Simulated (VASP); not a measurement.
# HgS (F-43m) in VASP: notebook

The runs below take HgS through single point, with PBEsol, revPBE+D4.

All numbers are computed with VASP 6.6.1; they aren't measurements. Logs are shortened: lines on timing, memory, paths and dates and some standing lists are left out, and cuts for length are marked.

### Step 1. The cell of the first run

The structure is cubic, space group F-43m (No. 216). The conventional cell has a = 5.876 Å, b = 5.876 Å, c = 5.876 Å, α = 90.00°, β = 90.00°, γ = 90.00°. Hg (site symmetry -43m) has 4 S at 2.54 Å within 3.4 Å. Within 3.4 Å of S (site symmetry -43m) lie 4 Hg at 2.54 Å.

### Step 2. Single point, PBEsol

Input file INCAR:

```
PREC = Accurate
ENCUT = 500
EDIFF = 1E-6
ISMEAR = 0
SIGMA = 0.05
LREAL = False
LASPH = True
NELM = 120
ALGO = Normal
ISIF = 2
LWAVE = False
LCHARG = False
GGA = PS
NBANDS = 16
GGA_COMPAT = False
```

Input file KPOINTS:

```
Automatic mesh
0
Gamma
  8 8 8
```

Input file POSCAR:

```
HgS
1.0
    0.0000000000      2.9380349767      2.9380349767
    2.9380349767      0.0000000000      2.9380349767
    2.9380349767      2.9380349767      0.0000000000
Hg S
1 1
Direct
    0.0000000000      0.0000000000      0.0000000000
    0.7500000000      0.7500000000      0.7500000000
```

Potentials or basis: VASP PAW PBE potentials, release 64 (Hg, S).

The run is started by

```
> cat potpaw_PBE.64/Hg/POTCAR potpaw_PBE.64/S/POTCAR > POTCAR
> mpirun -np 1 vasp_std > vasp.out
```

OUTCAR:

```text
PREC = Accurate
   ENCUT = 500
   EDIFF = 1E-6
   ISMEAR = 0
   LREAL = False
   LASPH = True
   NELM = 120
   ISIF = 2
   GGA = PS

 ion  position               nearest neighbor table
   1  0.000  0.000  0.000-   2 2.54   2 2.54   2 2.54   2 2.54
   2  0.750  0.750  0.750-   1 2.54   1 2.54   1 2.54   1 2.54

  LATTYP: Found a face centered cubic cell.
 ALAT       =     5.8760699534

  Lattice vectors:

 A1 = (   0.0000000000,   2.9380349767,   2.9380349767)
 A2 = (   2.9380349767,   0.0000000000,   2.9380349767)
 A3 = (   2.9380349767,   2.9380349767,   0.0000000000)

Analysis of symmetry for initial positions (statically):
=====================================================================
 Subroutine PRICEL returns:
 Original cell was already a primitive cell.

 Routine SETGRP: Setting up the symmetry group for a
 face centered cubic supercell.

 Subroutine GETGRP returns: Found 24 space group operations
 (whereof 24 operations were pure point group operations)
 out of a pool of 48 trial point group operations.

The static configuration has the point symmetry T_d .

Analysis of symmetry for dynamics (positions and initial velocities):
=====================================================================
 Subroutine PRICEL returns:
 Original cell was already a primitive cell.

 Routine SETGRP: Setting up the symmetry group for a
 face centered cubic supercell.

 Subroutine GETGRP returns: Found 24 space group operations
 (whereof 24 operations were pure point group operations)
 out of a pool of 48 trial point group operations.

The dynamic configuration has the point symmetry T_d .

 Subroutine INISYM returns: Found 24 space group operations
 (whereof 24 operations are pure point group operations),
 and found     1 'primitive' translations

----------------------------------------------------------------------------------------

                                     Primitive cell

  volume of cell :      50.7225

  direct lattice vectors                    reciprocal lattice vectors
     0.000000000  2.938034977  2.938034977    -0.170181772  0.170181772  0.170181772
     2.938034977  0.000000000  2.938034977     0.170181772 -0.170181772  0.170181772
     2.938034977  2.938034977  0.000000000     0.170181772  0.170181772 -0.170181772

  length of vectors
     4.155008911  4.155008911  4.155008911     0.294763476  0.294763476  0.294763476

  position of ions in fractional coordinates (direct lattice)
     0.000000000  0.000000000  0.000000000
     0.750000000  0.750000000  0.750000000

  ion indices of the primitive-cell ions
   primitive index   ion index
                 1           1
                 2           2

----------------------------------------------------------------------------------------

 KPOINTS: Automatic mesh

Automatic generation of k-mesh.
 Grid dimensions read from file:
 generate k-points for:    8    8    8

 Generating k-lattice:

  Cartesian coordinates                     Fractional coordinates (reciprocal lattice)
    -0.021272722  0.021272722  0.021272722     0.125000000  0.000000000  0.000000000
     0.021272722 -0.021272722  0.021272722     0.000000000  0.125000000  0.000000000
     0.021272722  0.021272722 -0.021272722     0.000000000  0.000000000  0.125000000

  Length of vectors
     0.036845435  0.036845435  0.036845435

  Shift w.r.t. Gamma in fractional coordinates (k-lattice)
     0.000000000  0.000000000  0.000000000

 Subroutine IBZKPT returns following result:
 ===========================================

 Found     29 irreducible k-points:

 Following reciprocal coordinates:
            Coordinates               Weight
  0.000000  0.000000  0.000000      1.000000
  0.125000  0.000000  0.000000      8.000000
  0.250000  0.000000  0.000000      8.000000
  0.375000  0.000000  0.000000      8.000000
  0.500000  0.000000  0.000000      4.000000
  0.125000  0.125000  0.000000      6.000000
[... 16 lines left out ...]
  0.500000  0.250000  0.125000     48.000000
 -0.375000  0.250000  0.125000     24.000000
 [... further k-points ...]
   k-points           NKPTS =     29   k-points in BZ     NKDIM =     29   number of bands    NBANDS=     16
   number of dos      NEDOS =    301   number of ions     NIONS =      2
   total plane-waves  NPLWV =  27000
   dimension x,y,z NGX =    30 NGY =   30 NGZ =   30
   dimension x,y,z NGXF=    60 NGYF=   60 NGZF=   60
   ions per type =               1   1
   NGX,Y,Z   is equivalent  to a cutoff of  12.00, 12.00, 12.00 a.u.
   NGXF,Y,Z  is equivalent  to a cutoff of  24.01, 24.01, 24.01 a.u.
 SYSTEM =  unknown system
   PREC   = accura    normal or accurate (medium, high low for compatibility)
   ISTART =      0    job   : 0-new  1-cont  2-samecut
   ICHARG =      2    charge: 1-file 2-atom 10-const
   ISPIN  =      1    spin polarized calculation?
   LNONCOLLINEAR =      F non collinear calculations
   LSORBIT =      F    spin-orbit coupling
   LASPH  =      T    aspherical Exc in radial PAW
   ENCUT  =  500.0 eV  36.75 Ry    6.06 a.u.   7.58  7.58  7.58*2*pi/ulx,y,z
   NELM   =    120;   NELMIN=  2; NELMDL= -5     # of ELM steps
   EDIFF  = 0.1E-05   stopping-criterion for ELM
   LREAL  =      F    real-space projection
   EDIFFG = 0.1E-04   stopping-criterion for IOM
   NSW    =      0    number of steps for IOM
   IBRION =     -1    ionic relax: 0-MD 1-quasi-New 2-CG
   NFREE  =      0    steps in history (QN), initial steepest desc. (CG)
   ISIF   =      2    stress and relaxation
   ISYM   =      2    0-nonsym 1-usesym 2-fastsym
   POTIM  = 0.5000    time-step for ionic-motion
   TEBEG  =    0.0;   TEEND  =   0.0 temperature during run
   PSTRESS=    0.0 pullay stress
   NELECT =      18.0000    total number of electrons
   NUPDOWN=      -1.0000    fix difference up-down
   EMIN   =  10.00;   EMAX   =-10.00  energy-range for DOS
   EFERMI =   0.00;   METHOD = LEGACY
   ISMEAR =     0;   SIGMA  =   0.05  broadening in eV -4-tet -1-fermi 0-gaus
   EFERMI_NEDOS =   21; number of points for ismear=-14 and -15
   IALGO  =     38    algorithm
   IMIX   =      4    mixing-type and parameters
     AMIX     =   0.40;   BMIX     =  1.00
     AMIX_MAG =   1.60;   BMIX_MAG =  1.00
  volume/ion in A,a.u.               =      25.36       171.15
[... 31 lines left out ...]
 Fermi energy:         1.9165009935

 k-point     1 :       0.0000    0.0000    0.0000
  band No.  band energies     occupation
      1     -11.3054      2.00000
      2      -5.1484      2.00000
      3      -5.1484      2.00000
      4      -5.1484      2.00000
      5      -4.2524      2.00000
      6      -4.2524      2.00000
[... 8 lines left out ...]
     15      13.4370      0.00000
     16      13.4370      0.00000

 k-point     2 :       0.1250    0.0000    0.0000
  band No.  band energies     occupation
      1     -11.2297      2.00000
      2      -5.1243      2.00000
      3      -5.1120      2.00000
      4      -5.1120      2.00000
      5      -4.2552      2.00000
      6      -4.2552      2.00000
[... 8 lines left out ...]
     15      12.7845      0.00000
     16      12.7845      0.00000

 k-point     3 :       0.2500    0.0000    0.0000
  band No.  band energies     occupation
      1     -11.0417      2.00000
      2      -5.0314      2.00000
      3      -5.0314      2.00000
      4      -4.9804      2.00000
      5      -4.2467      2.00000
      6      -4.2467      2.00000
[... 8 lines left out ...]
     15      12.4763      0.00000
     16      12.4763      0.00000

 k-point     4 :       0.3750    0.0000    0.0000
  band No.  band energies     occupation
      1     -10.8467      2.00000
      2      -4.9670      2.00000
      3      -4.9670      2.00000
      4      -4.5621      2.00000
      5      -4.2096      2.00000
      6      -4.2096      2.00000
[... 8 lines left out ...]
     15      13.1406      0.00000
     16      13.1406      0.00000

 k-point     5 :       0.5000    0.0000    0.0000
  band No.  band energies     occupation
      1     -10.7640      2.00000
      2      -4.9467      2.00000
      3      -4.9467      2.00000
      4      -4.1838      2.00000
      5      -4.1838      2.00000
      6      -3.8580      2.00000
[... 8 lines left out ...]
     15      13.9750      0.00000
     16      13.9750      0.00000

 k-point     6 :       0.1250    0.1250    0.0000
  band No.  band energies     occupation
      1     -11.2044      2.00000
      2      -5.1596      2.00000
      3      -5.0775      2.00000
      4      -5.0775      2.00000
      5      -4.2844      2.00000
      6      -4.2299      2.00000
[... 8 lines left out ...]
     15      13.0595      0.00000
     16      13.4404      0.00000

 k-point     7 :       0.2500    0.1250    0.0000
  band No.  band energies     occupation
      1     -11.0535      2.00000
      2      -5.1121      2.00000
      3      -4.9904      2.00000
      4      -4.9756      2.00000
      5      -4.2984      2.00000
      6      -4.2082      2.00000
[... 8 lines left out ...]
     15      13.2066      0.00000
     16      13.7764      0.00000

 k-point     8 :       0.3750    0.1250    0.0000
  band No.  band energies     occupation
      1     -10.8598      2.00000
      2      -4.9951      2.00000
      3      -4.9145      2.00000
      4      -4.7286      2.00000
      5      -4.2449      2.00000
      6      -4.1811      2.00000
[... 8 lines left out ...]
     15      13.3721      0.00000
     16      13.5469      0.00000

 k-point     9 :       0.5000    0.1250    0.0000
  band No.  band energies     occupation
      1     -10.7388      2.00000
      2      -4.9407      2.00000
      3      -4.8893      2.00000
      4      -4.3207      2.00000
      5      -4.1782      2.00000
      6      -3.9663      2.00000
[... 8 lines left out ...]
     15      13.6344      0.00000
     16      14.0088      0.00000
[... 172 lines left out ...]
 k-point    19 :       0.5000    0.3750    0.0000
  band No.  band energies     occupation
      1     -10.6110      2.00000
      2      -4.9820      2.00000
      3      -4.5913      2.00000
      4      -4.5645      2.00000
      5      -4.1220      2.00000
      6      -3.8952      2.00000
[... 8 lines left out ...]
     15      13.9250      0.00000
     16      15.0911      0.00000

 k-point    20 :      -0.3750    0.3750    0.0000
  band No.  band energies     occupation
      1     -10.6000      2.00000
      2      -4.9066      2.00000
      3      -4.6429      2.00000
      4      -4.4524      2.00000
      5      -4.1761      2.00000
      6      -3.6296      2.00000
[... 8 lines left out ...]
     15      13.6369      0.00000
     16      15.4892      0.00000

 k-point    21 :       0.5000    0.5000    0.0000
  band No.  band energies     occupation
      1     -10.5832      2.00000
      2      -5.0246      2.00000
      3      -4.5294      2.00000
      4      -4.5294      2.00000
      5      -4.0963      2.00000
      6      -3.8352      2.00000
[... 8 lines left out ...]
     15      13.4778      0.00000
     16      14.9329      0.00000

 k-point    22 :       0.3750    0.2500    0.1250
  band No.  band energies     occupation
      1     -10.8992      2.00000
      2      -5.0366      2.00000
      3      -4.9043      2.00000
      4      -4.8356      2.00000
      5      -4.2936      2.00000
      6      -4.1728      2.00000
[... 8 lines left out ...]
     15      13.5674      0.00000
     16      14.9258      0.00000

 k-point    23 :       0.5000    0.2500    0.1250
  band No.  band energies     occupation
      1     -10.7415      2.00000
      2      -4.9185      2.00000
      3      -4.8484      2.00000
      4      -4.5583      2.00000
      5      -4.2099      2.00000
      6      -4.1151      2.00000
[... 8 lines left out ...]
     15      14.1930      0.00000
     16      14.4335      0.00000

 k-point    24 :      -0.3750    0.2500    0.1250
  band No.  band energies     occupation
      1     -10.6754      2.00000
      2      -4.8945      2.00000
      3      -4.8166      2.00000
      4      -4.3300      2.00000
      5      -4.2248      2.00000
      6      -3.8123      2.00000
[... 8 lines left out ...]
     15      13.7106      0.00000
     16      14.5267      0.00000

 [... further k-points ...]
[... 5 lines left out ...]
  --------------------------------------------------------------------------------------
  -------------------------------------------------------------------------------------
  Total        0.1139495      0.1139495      0.1139495     -0.0000000      0.0000000     -0.0000000
  in kB        3.5993326      3.5993326      3.5993326     -0.0000000      0.0000000     -0.0000000
  external PRESSURE =       3.5993326 kB  Pullay stress =       0.0000000 kB

 VOLUME and BASIS-vectors are now :
 -----------------------------------------------------------------------------
  energy-cutoff  :      500.00
  volume of cell :       50.72
      direct lattice vectors                 reciprocal lattice vectors
     0.000000000  2.938034977  2.938034977    -0.170181772  0.170181772  0.170181772
     2.938034977  0.000000000  2.938034977     0.170181772 -0.170181772  0.170181772
     2.938034977  2.938034977  0.000000000     0.170181772  0.170181772 -0.170181772

 POSITION                                       TOTAL-FORCE (eV/Angst)
 -----------------------------------------------------------------------------------
      0.00000      0.00000      0.00000        -0.000000     -0.000000     -0.000000
      4.40705      4.40705      4.40705         0.000000      0.000000      0.000000
 -----------------------------------------------------------------------------------
    total drift:                               -0.000000     -0.000000     -0.000000

  FREE ENERGIE OF THE ION-ELECTRON SYSTEM (eV)
  ---------------------------------------------------
  free  energy   TOTEN  =        -5.2769295702 eV

  energy  without entropy=       -5.2767789112  energy(sigma->0) =       -5.27685424
```

It took 18 s on 1 thread of Intel Xeon 6975P-C, shared host; peak memory 0.18 GiB.

What came out:

| Item | Value |
| --- | --- |
| Free energy | -5.2769 eV |
| Pressure | 0.4 GPa |
| Band gap on the k mesh | zero (filled and empty bands touch) |

Caveat: the PAW data sets were made with another functional, which shifts forces and pressure a little; spin-orbit coupling is left out, which moves the levels of the heavy elements.

### Step 3. Single point, revPBE+D4

This run uses another cell than the first one, of 25.13 Å³/atom, 0.991 times its volume.

Input file INCAR:

```
PREC = Accurate ; ENCUT = 500
EDIFF = 1E-6 ; ISMEAR = 0
SIGMA = 0.05 ; LREAL = F
LASPH = T ; NELM = 120
ALGO = Normal ; ISIF = 2
LWAVE = F ; LCHARG = F
GGA = RE ; IVDW = 13
NBANDS = 16 ; GGA_COMPAT = F
```

Input file KPOINTS:

```
regular mesh
0
Gamma
  8 8 8
```

Input file POSCAR:

```
HgS
1.0
    0.0000000000      2.9289995691      2.9289995691
    2.9289995691      0.0000000000      2.9289995691
    2.9289995691      2.9289995691      0.0000000000
Hg S
1 1
Direct
    0.0000000000      0.0000000000      0.0000000000
    0.7500000000      0.7500000000      0.7500000000
```

Potentials or basis: VASP PAW PBE potentials, release 64 (Hg, S).

The run is started by

```
> cat potpaw_PBE.64/Hg/POTCAR potpaw_PBE.64/S/POTCAR > POTCAR
> mpirun -np 1 vasp_std > vasp.out
```

Wall time 22 s (1 thread of Intel Xeon 6975P-C, shared host); peak memory 0.18 GiB.

The run converged. Its results:

```
Free energy                : -4.9780 eV
Pressure                   : 1.8 GPa
Band gap on the k mesh     : zero (filled and empty bands touch)
Dispersion energy per atom : -0.569 eV
```

Levels at points of the mesh, in eV from the Fermi level:
```csv
k point,band 6,band 7,band 8,band 9,band 10,band 11,band 12,band 13
"(0.00, 0.00, 0.00)",-6.20,-0.36,-0.02,-0.02,-0.02,6.06,6.06,6.06
"(0.50, 0.00, 0.00)",-5.79,-5.48,-0.98,-0.98,1.67,6.80,6.80,7.08
"(0.50, 0.50, 0.00)",-5.76,-4.85,-2.33,-2.33,3.26,3.55,8.73,10.31
```

Caveat: the PAW data sets were made with another functional, which shifts forces and pressure a little; spin-orbit coupling is left out, which moves the levels of the heavy elements; pairwise dispersion overbinds metals, which lowers pressure and volume.

### Step 4. Single point, revPBE+D4

Input file INCAR:

```
PREC = Accurate
ENCUT = 500
EDIFF = 1E-6
ISMEAR = 0
SIGMA = 0.05
LREAL = F
LASPH = T
NELM = 120
ALGO = Normal
ISIF = 2
LWAVE = F
LCHARG = F
GGA = RE
IVDW = 13
NBANDS = 16
GGA_COMPAT = F
```

Input file KPOINTS:

```
Automatic mesh
0
Gamma
  8 8 8
```

Input file POSCAR:

```
HgS
1.0
    0.0000000000      2.9390762379      2.9390762379
    2.9390762379      0.0000000000      2.9390762379
    2.9390762379      2.9390762379      0.0000000000
Hg S
1 1
Direct
    0.0000000000      0.0000000000      0.0000000000
    0.7500000000      0.7500000000      0.7500000000
```

The run is started by

```
> cat potpaw_PBE.64/Hg/POTCAR potpaw_PBE.64/S/POTCAR > POTCAR
> mpirun -np 1 vasp_std > vasp.out
```

Run time: 19 s. Hardware: 1 thread of Intel Xeon 6975P-C, shared host; peak memory 0.18 GiB.

It converged, with:

| Quantity | Value |
| --- | --- |
| Free energy | -4.9832 eV |
| Pressure | 1.2 GPa |
| Band gap on the k mesh | zero (filled and empty bands touch) |
| Dispersion energy per atom | -0.563 eV |

Levels at points of the mesh, in eV from the Fermi level:
```csv
k point,band 6,band 7,band 8,band 9,band 10,band 11,band 12,band 13
"(0.00, 0.00, 0.00)",-6.15,-0.38,-0.02,-0.02,-0.02,6.08,6.08,6.08
"(0.50, 0.00, 0.00)",-5.75,-5.40,-0.96,-0.96,1.66,6.81,6.81,7.06
"(0.50, 0.50, 0.00)",-5.72,-4.80,-2.28,-2.28,3.24,3.58,8.71,10.26
```

Caveat: the PAW data sets were made with another functional, which shifts forces and pressure a little; spin-orbit coupling is left out, which moves the levels of the heavy elements; pairwise dispersion overbinds metals, which lowers pressure and volume.

### Step 5. Single point, revPBE+D4 (volume scaled by 0.98)

Input file INCAR:

```
PREC = Accurate ; ENCUT = 500
EDIFF = 1E-6 ; ISMEAR = 0
SIGMA = 0.05 ; LREAL = F
LASPH = T ; NELM = 120
ALGO = Normal ; ISIF = 2
LWAVE = F ; LCHARG = F
GGA = RE ; IVDW = 13
NBANDS = 16 ; GGA_COMPAT = F
```

KPOINTS is that of step 4.

Input file POSCAR:

```
HgS
1.0
    0.0000000000      2.9349832392      2.9349832392
    2.9349832392      0.0000000000      2.9349832392
    2.9349832392      2.9349832392      0.0000000000
Hg S
1 1
Direct
    0.0000000000      0.0000000000      0.0000000000
    0.7500000000      0.7500000000      0.7500000000
```

The run is started by

```
> cat potpaw_PBE.64/Hg/POTCAR potpaw_PBE.64/S/POTCAR > POTCAR
> mpirun -np 1 vasp_std > vasp.out
```

Run time: 19 s. Hardware: 1 thread of Intel Xeon 6975P-C, shared host; peak memory 0.18 GiB.

Results (log left out):

```yaml
Free_energy: -4.9813 eV
Pressure: 1.5 GPa
Band_gap_on_the_k_mesh: zero (filled and empty bands touch)
Dispersion_energy_per_atom: -0.565 eV
```

Levels at points of the mesh, in eV from the Fermi level:
```
           k point  band 7  band 8  band 9  band 10  band 11  band 12
(0.00, 0.00, 0.00)   -0.37   -0.02   -0.02    -0.02     6.07     6.07
(0.50, 0.00, 0.00)   -5.43   -0.97   -0.97     1.66     6.81     6.81
(0.50, 0.50, 0.00)   -4.82   -2.30   -2.30     3.25     3.57     8.72
```

Caveat: the cell differs from its parent crystal (volume scaled by 0.98); the PAW data sets were made with another functional, which shifts forces and pressure a little; spin-orbit coupling is left out, which moves the levels of the heavy elements; pairwise dispersion overbinds metals, which lowers pressure and volume.

### Step 6. The runs side by side

```csv
level,cell,gap on the mesh (eV),pressure (GPa)
PBEsol,"a = 4.155 Å, angles 60.0°, 2 atoms",none,0.4
revPBE+D4,"a = 4.142 Å, angles 60.0°, 2 atoms",none,1.8
revPBE+D4,"a = 4.156 Å, angles 60.0°, 2 atoms",none,1.2
revPBE+D4,"a = 4.151 Å, angles 60.0°, 2 atoms",none,1.5
```

Alike in all rows: task single point; potentials or basis VASP PAW PBE potentials, release 64 (Hg, S); no spin polarisation; k mesh 8 × 8 × 8; cutoff (eV) 500; smearing gaussian 0.05 eV.

Caveats: the PAW data sets were made with another functional, which shifts forces and pressure a little; spin-orbit coupling is left out, which moves the levels of the heavy elements; pairwise dispersion overbinds metals, which lowers pressure and volume (some runs).

Total energies depend on the potentials used, so only differences within one code and one set of settings carry meaning.
